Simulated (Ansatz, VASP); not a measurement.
**BeCd3S2: VASP beside Ansatz**

```
Be Cd S
1.0
    -2.73098    2.73098    4.72567
     2.73098   -2.73098    4.72567
     2.73098    2.73098   -4.72567
Be Cd S
1 3 2
Direct
  0.00000 0.00000 0.00000
  0.50000 0.50000 0.00000
  0.50000 0.00000 0.50000
  0.00000 0.50000 0.50000
  0.75000 0.25000 0.50000
  0.25000 0.75000 0.50000
```

Alike in both runs: task single point; functional PBE; k mesh 4 × 4 × 4; occupations gaussian, width 0.1 eV; no spin polarisation.

```csv
,VASP,Ansatz
version,VASP 6.6.1,Ansatz 0.2.0
potentials or method,"VASP PAW PBE potentials, release 64 (Be, Cd_sv_GW, S), cutoff 630 eV","scalar-relativistic, plane waves, PAW"
valence electrons in the cell,74,74
```

Ansatz gave:

```
gap on the k mesh at the Fermi level (eV)                     : none
pressure (GPa)                                                : 4.7
traceless stress, the component that is largest in VASP (GPa) : 1.98
```

Estimate VASP's values.

gap on the k mesh at the Fermi level (eV): none; pressure (GPa): 4.5; traceless stress, the component that is largest in VASP (GPa): 1.92.

A gap of «none» marks a metal or a gap that the smearing closes.

The k mesh is coarse, so the values compare programs but aren't converged.
